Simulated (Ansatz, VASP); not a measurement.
# HfSeS4 in VASP and in Ansatz

```
Hf Se S
1.0
     0.00000    3.71630    3.71630
     3.71630    0.00000    3.71630
     3.71630    3.71630    0.00000
Hf Se S
1 1 4
Direct
  0.25000 0.25000 0.25000
  0.00000 0.00000 0.00000
  0.13037 0.62321 0.62321
  0.62321 0.13037 0.62321
  0.62321 0.62321 0.13037
  0.62321 0.62321 0.62321
```

Change from the starting cell: species swapped into the HoInCo4 type (F-43m, No. 216).

Alike in both runs: functional PBE; k mesh 4 × 4 × 4; occupations gaussian, width 0.1 eV; no spin polarisation.

Ansatz relaxed the structure, and its values are those at the end. VASP's run is a single point on that final structure, the one shown.

|  | VASP | Ansatz |
| --- | --- | --- |
| version | VASP 6.6.1 | Ansatz 0.2.0 |
| potentials or method | VASP PAW PBE potentials, release 64 (Hf_pv, Se, S), cutoff 520 eV | scalar-relativistic, plane waves, PAW |
| valence electrons in the cell | 40 | 66 |

VASP gave:

| Item | Value |
| --- | --- |
| gap on the k mesh at the Fermi level (eV) | none |
| pressure (GPa) | -0.3 |
| rms of the force components (eV/Å) | 0.009 |

Which values does Ansatz return?

gap on the k mesh at the Fermi level (eV): none; pressure (GPa): 0.2; rms of the force components (eV/Å): 0.001.

A gap of «none» marks a metal or a gap that the smearing closes. With one functional, cell and mesh, what is left measures potentials, basis and numerics. VASP's potentials hold 40 valence electrons a cell and Ansatz's 66, so a difference there can come from the potentials and not from the codes.

The k mesh is coarse, so the values compare programs but aren't converged. Neither program's run includes spin-orbit coupling.
